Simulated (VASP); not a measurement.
The system is As.

```
CELL_PARAMETERS angstrom
1.88080 1.08588 3.51406
-1.88080 1.08588 3.51406
0.00000 -2.17176 3.51406
ATOMIC_POSITIONS crystal
As 0.77400 0.77400 0.77400
As 0.22600 0.22600 0.22600
```

```yaml
Program: VASP 6.6.1
Task: relaxation of cell and atoms
Functional: LDA
Potentials_or_basis: VASP PAW LDA potentials, release 64 (As)
Cutoff: 600 eV
k_mesh: 14 × 14 × 14
Occupations: gaussian, width 0.05 eV
Spin: no spin polarisation
```

At the start: pressure -0.9 GPa; volume 21.53 Å³/atom.

Q: Where does the relaxation end?

A: Over 14 steps the energy falls by 14.3 meV/atom and the volume is 20.42 Å³/atom (-5.1 %); space group R-3m (No. 166, to 0.1 Å) before and after.

Step by step:
| step | energy change (eV) | largest force (eV/Å) | pressure (GPa) | volume (Å³) |
| --- | --- | --- | --- | --- |
| 1 | 0.0000 | 0.3292 | -0.87 | 43.06 |
| 2 | -0.0121 | 0.1854 | -0.44 | 42.33 |
| 3 | -0.0191 | 0.0151 | 0.38 | 41.23 |
| 4 | -0.0263 | 0.0784 | -0.24 | 41.13 |
| 5 | -0.0276 | 0.1058 | -0.53 | 41.08 |
| 6 | -0.0276 | 0.0864 | 0.80 | 40.47 |
| 7 | -0.0286 | 0.0096 | 0.12 | 40.77 |
| 8 | -0.0287 | 0.0000 | -0.04 | 40.85 |
| 9 | -0.0287 | 0.0021 | 0.00 | 40.83 |
| 10 | -0.0287 | 0.0022 | 0.00 | 40.83 |
| 11 | -0.0287 | 0.0004 | 0.01 | 40.83 |
| 12 | -0.0287 | 0.0003 | 0.01 | 40.83 |
| 13 | -0.0287 | 0.0005 | 0.02 | 40.84 |
| 14 | -0.0287 | 0.0013 | 0.00 | 40.85 |

Final structure:
```xyz
2
Lattice="1.8835 1.0874 3.3239 -1.8835 1.0874 3.3239 0.0000 -2.1748 3.3239" Properties=species:S:1:pos:R:3 pbc="T T T"
As    0.0000    0.0000    7.6687
As    0.0000    0.0000    2.3029
```
